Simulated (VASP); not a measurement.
# NaI (Fm-3m) in VASP: notebook, part 2 of 2

VASP 6.6.1.

**3. Relaxation of cell and atoms, r2SCAN**

This run uses another cell than the first one, of 33.90 Å³/atom.

The input, POSCAR:

```
NaI
1.0
    0.0000000000      3.2364000000      3.2364000000
    3.2364000000      0.0000000000      3.2364000000
    3.2364000000      3.2364000000      0.0000000000
Na I
1 1
Direct
    0.0000000000      0.0000000000      0.0000000000
    0.5000000000      0.5000000000      0.5000000000
```

The input, INCAR.step1:

```
SYSTEM = NaI
PREC = Accurate
ENCUT = 600
ISMEAR = -1
SIGMA = 0.05
LREAL = .False.
LASPH = .True.
NELM = 100
GGA = PE
ALGO = Normal
EDIFF = 1E-4
LWAVE = .True.
LCHARG = .False.
```

The input, INCAR.step2:

```
SYSTEM = NaI
PREC = Accurate
ENCUT = 600
EDIFF = 1E-7
ISMEAR = -1
SIGMA = 0.05
LREAL = .False.
LASPH = .True.
NELM = 100
ALGO = Normal
ISIF = 3
LWAVE = .False.
LCHARG = .False.
METAGGA = R2SCAN
LMIXTAU = .True.
IBRION = 2
NSW = 100
EDIFFG = -0.002
ISTART = 1
```

The input, KPOINTS:

```
regular mesh
0
Gamma
  12 12 12
  0 0 0
```

Potentials or basis: VASP PAW PBE potentials, release 64 (Na_pv, I).

On the command line:

```bash
$ cat potpaw_PBE.64/Na_pv/POTCAR potpaw_PBE.64/I/POTCAR > POTCAR
$ cp INCAR.step1 INCAR
$ mpirun -np 1 vasp_std > vasp.out
$ cp INCAR.step2 INCAR
$ mpirun -np 1 vasp_std > vasp.out
```

OUTCAR:

```text
SYSTEM = NaI
   PREC = Accurate
   ENCUT = 600
   EDIFF = 1E-7
   ISMEAR = -1
   LREAL = .False.
   LASPH = .True.
   NELM = 100
   ISIF = 3
   METAGGA = R2SCAN
   IBRION = 2
   NSW = 100
   EDIFFG = -0.002
   ISTART = 1

 ion  position               nearest neighbor table
   1  0.000  0.000  0.000-
   2  0.500  0.500  0.500-

  LATTYP: Found a face centered cubic cell.
 ALAT       =     6.4728000000

  Lattice vectors:

 A1 = (   0.0000000000,   3.2364000000,   3.2364000000)
 A2 = (   3.2364000000,   0.0000000000,   3.2364000000)
 A3 = (   3.2364000000,   3.2364000000,   0.0000000000)

Analysis of symmetry for initial positions (statically):
=====================================================================
 Subroutine PRICEL returns:
 Original cell was already a primitive cell.

 Routine SETGRP: Setting up the symmetry group for a
 face centered cubic supercell.

 Subroutine GETGRP returns: Found 48 space group operations
 (whereof 48 operations were pure point group operations)
 out of a pool of 48 trial point group operations.

The static configuration has the point symmetry O_h .

Analysis of symmetry for dynamics (positions and initial velocities):
=====================================================================
 Subroutine PRICEL returns:
 Original cell was already a primitive cell.

 Routine SETGRP: Setting up the symmetry group for a
 face centered cubic supercell.

 Subroutine GETGRP returns: Found 48 space group operations
 (whereof 48 operations were pure point group operations)
 out of a pool of 48 trial point group operations.

The dynamic configuration has the point symmetry O_h .

 Subroutine INISYM returns: Found 48 space group operations
 (whereof 48 operations are pure point group operations),
 and found     1 'primitive' translations

----------------------------------------------------------------------------------------

                                     Primitive cell

[... 124 lines left out ...]
  volume of cell :       67.80
 maximum number of plane-waves:      2285
 NGX is ok and might be reduce to    40
   NGX = 19   NGY = 19   NGZ = 19

--------------------------------------- Ionic step        1  -------------------------------------------

 number of electron      13.9999994 magnetization

 Free energy of the ion-electron system (eV)
  ---------------------------------------------------
  ext. energy  EPLUGINS =         0.00000000
  ---------------------------------------------------
  free energy    TOTEN  =       -31.08628725 eV

  energy without entropy =      -31.08628725  energy(sigma->0) =      -31.08628725

------------------------ aborting loop because EDIFF is reached ----------------------------------------

  FORCE on cell =-STRESS in cart. coord.  units (eV):
  Direction    XX          YY          ZZ          XY          YZ          ZX
  --------------------------------------------------------------------------------------
  -------------------------------------------------------------------------------------
  Total       -0.0921595     -0.0921595     -0.0921595      0.0000000      0.0000000      0.0000000
  in kB       -2.1778820     -2.1778820     -2.1778820      0.0000000      0.0000000      0.0000000
  external PRESSURE =      -2.1778820 kB  Pullay stress =       0.0000000 kB
[... 131 lines left out ...]
--------------------------------------- Ionic step        5  -------------------------------------------

 number of electron      13.9999998 magnetization

 Free energy of the ion-electron system (eV)
  ---------------------------------------------------
  ext. energy  EPLUGINS =         0.00000000
  ---------------------------------------------------
  free energy    TOTEN  =       -31.08704043 eV

  energy without entropy =      -31.08704043  energy(sigma->0) =      -31.08704043

 E-fermi :   1.6896     XC(G=0):  -8.1253

 val. band max:        0.5730822797   @ k =   0.0000   0.0000   0.0000
 cond. band min:       5.0532556983   @ k =   0.0000   0.0000   0.0000
 fundamental gap:      4.4801734186
 Fermi energy:         1.6896230883

 k-point     1 :       0.0000    0.0000    0.0000
  band No.  band energies     occupation
      1     -22.6651      2.00000
      2     -22.6649      2.00000
      3     -22.6649      2.00000
      4     -10.8078      2.00000
      5       0.5731      2.00000
      6       0.5731      2.00000
      7       0.5731      2.00000
      8       5.0533      0.00000
      9       9.0475      0.00000
     10       9.0475      0.00000
     11       9.0475      0.00000
[... 309 lines left out ...]
 k-point    24 :      -0.4167    0.1667    0.0000
  band No.  band energies     occupation
      1     -22.6697      2.00000
      2     -22.6662      2.00000
      3     -22.6655      2.00000
      4     -10.4334      2.00000
      5      -1.4792      2.00000
      6      -0.1994      2.00000
      7       0.1832      2.00000
      8       6.9404      0.00000
      9       7.9789      0.00000
     10       9.1404      0.00000
     11       9.9713      0.00000

 [... further k-points ...]
[... 5 lines left out ...]
  --------------------------------------------------------------------------------------
  -------------------------------------------------------------------------------------
  Total       -0.0000849     -0.0000849     -0.0000849      0.0000000     -0.0000000      0.0000000
  in kB       -0.0020339     -0.0020339     -0.0020339      0.0000000     -0.0000000      0.0000000
  external PRESSURE =      -0.0020339 kB  Pullay stress =       0.0000000 kB
[... 17 lines left out ...]
  FREE ENERGIE OF THE ION-ELECTRON SYSTEM (eV)
  ---------------------------------------------------
  free  energy   TOTEN  =       -31.0870404317 eV

  energy  without entropy=      -31.0870404317  energy(sigma->0) =      -31.08704043

 reached required accuracy - stopping structural energy minimisation
```

OUTCAR.step1:

```text
SYSTEM = NaI
   PREC = Accurate
   ENCUT = 600
   ISMEAR = -1
   LREAL = .False.
   LASPH = .True.
[... 557 lines left out ...]
      0.00000      0.00000      0.00000         0.000000      0.000000      0.000000
      3.23640      3.23640      3.23640         0.000000      0.000000      0.000000
 -----------------------------------------------------------------------------------
    total drift:                                0.000000     -0.000000     -0.000000

  FREE ENERGIE OF THE ION-ELECTRON SYSTEM (eV)
  ---------------------------------------------------
  free  energy   TOTEN  =        -5.3850877952 eV

  energy  without entropy=       -5.3850877952  energy(sigma->0) =       -5.38508780
```

OSZICAR.step1:

```text
N       E                     dE             d eps       ncg     rms          rms(c)
DAV:   1     0.822001454637E+02    0.82200E+02   -0.72915E+03  1584   0.126E+03
DAV:   2     0.176503820967E+01   -0.80435E+02   -0.75560E+02  1698   0.247E+02
DAV:   3    -0.522806137754E+01   -0.69931E+01   -0.69449E+01  1922   0.735E+01
DAV:   4    -0.544637591633E+01   -0.21831E+00   -0.21816E+00  1886   0.133E+01
DAV:   5    -0.545262564962E+01   -0.62497E-02   -0.62494E-02  1921   0.236E+00    0.164E+00
DAV:   6    -0.539178727650E+01    0.60838E-01   -0.85975E-02  1830   0.199E+00    0.112E+00
DAV:   7    -0.538305607843E+01    0.87312E-02   -0.73541E-02  1836   0.169E+00    0.586E-01
DAV:   8    -0.538512232655E+01   -0.20662E-02   -0.52528E-03  1662   0.711E-01    0.155E-01
DAV:   9    -0.538508779519E+01    0.34531E-04   -0.14797E-04  1803   0.138E-01
   1 F= -.53850878E+01 E0= -.53850878E+01  d E =-.155010E-10
```

It took 15 min on 1 thread of AMD EPYC 9R45 (Zen 5), shared host; peak memory 0.27 GiB.

Results:

```
Free energy                           : -31.0870 eV
Relaxed volume                        : 33.45 Å³/atom
Relaxed cell                          : a = 4.557 Å, b = 4.557 Å, c = 4.557 Å, α = 60.00°, β = 60.00°, γ = 60.00°
Space group after relaxing (to 0.1 Å) : Fm-3m (No. 225)
Energy gained by relaxing             : 0.4 meV/atom
Ionic steps                           : 5
Pressure after relaxing               : 0.0 GPa
Band gap on the k mesh                : 4.48 eV
```

The path:
```csv
step,energy change (eV),largest force (eV/Å),pressure (GPa),volume (Å³)
1,0.0000,0.0000,-0.22,67.80
2,-0.0005,0.0000,-0.11,67.35
3,-0.0007,0.0000,-0.07,67.17
4,-0.0008,0.0000,0.02,66.83
5,-0.0008,0.0000,0.00,66.90
```

Final structure:
```
Na I
1.0
     0.00000    3.22212    3.22212
     3.22212    0.00000    3.22212
     3.22212    3.22212    0.00000
Na I
1 1
Direct
  0.00000 0.00000 0.00000
  0.50000 0.50000 0.50000
```

Levels at points of the mesh, in eV from the valence-band top:
| k point | band 3 | band 4 | band 5 | band 6 | band 7 | band 8 | band 9 | band 10 | band 11 |
| --- | --- | --- | --- | --- | --- | --- | --- | --- | --- |
| (0.00, 0.00, 0.00) | -23.24 | -11.38 | 0.00 | 0.00 | 0.00 | 4.48 | 8.47 | 8.47 | 8.47 |
| (0.50, 0.00, 0.00) | -23.24 | -11.03 | -2.23 | -0.31 | -0.31 | 5.70 | 8.08 | 8.08 | 9.88 |
| (0.50, 0.50, 0.00) | -23.24 | -10.95 | -1.98 | -0.78 | -0.78 | 5.24 | 6.00 | 10.82 | 12.21 |

Caveat: the PAW data sets were made with another functional, which shifts forces and pressure a little; spin-orbit coupling is left out, which moves the levels of the heavy elements.
